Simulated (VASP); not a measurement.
**CdTe: relaxation of cell and atoms with PBE**

The system is CdTe.

```
CELL_PARAMETERS angstrom
0.00000 3.31002 3.31002
3.31002 0.00000 3.31002
3.31002 3.31002 0.00000
ATOMIC_POSITIONS crystal
Cd 0.00000 0.00000 0.00000
Te 0.25000 0.25000 0.25000
```

| Item | Value |
| --- | --- |
| Program | VASP 6.6.1 |
| Task | relaxation of cell and atoms |
| Functional | PBE |
| Potentials or basis | VASP PAW PBE potentials, release 64 (Cd, Te) |
| Cutoff | 600 eV |
| k mesh | 8 × 8 × 8 |
| Occupations | gaussian, width 0.02 eV |
| Spin | no spin polarisation |
| Dipole correction | no |
| Further INCAR settings | ALGO = Normal; EDIFF = 1e-06; IBRION = 2; EDIFFG = -0.005; NSW = 100; ISIF = 3 |

```yaml
Relaxed_volume: 36.32 Å³/atom
Relaxed_cell: a = 4.683 Å, b = 4.683 Å, c = 4.683 Å, α = 60.00°, β = 60.00°, γ = 60.00°
Space_group_after_relaxing_to_0.05_Å: F-43m (No. 216)
Energy_gained_by_relaxing: 0.0 meV/atom
Ionic_steps: 2
Pressure_after_relaxing: 0.0 GPa
Band_gap_on_the_k_mesh: 0.58 eV, direct
```

Final structure:
```
Cd Te
1.0
     0.00000    3.31164    3.31164
     3.31164    0.00000    3.31164
     3.31164    3.31164    0.00000
Cd Te
1 1
Direct
  0.00000 0.00000 0.00000
  0.25000 0.25000 0.25000
```

Levels at points of the mesh, in eV from the valence-band top:
```csv
k point,band 5,band 6,band 7,band 8,band 9,band 10,band 11,band 12,band 13
"(0.00, 0.00, 0.00)",-7.87,-7.87,0.00,0.00,0.00,0.58,4.64,4.64,4.64
"(0.50, 0.00, 0.00)",-7.86,-7.57,-4.07,-0.68,-0.68,1.75,5.21,5.21,7.01
"(0.50, 0.50, 0.00)",-7.84,-7.45,-4.00,-1.65,-1.65,2.67,2.75,8.50,8.80
```

It took 110 s on 1 thread of AMD EPYC 7R13 (shared host), peak memory 0.23 GiB.

Caveat: spin-orbit coupling is left out, which moves the levels of the heavy elements. As with any semilocal functional, this PBE gap is likely too small.
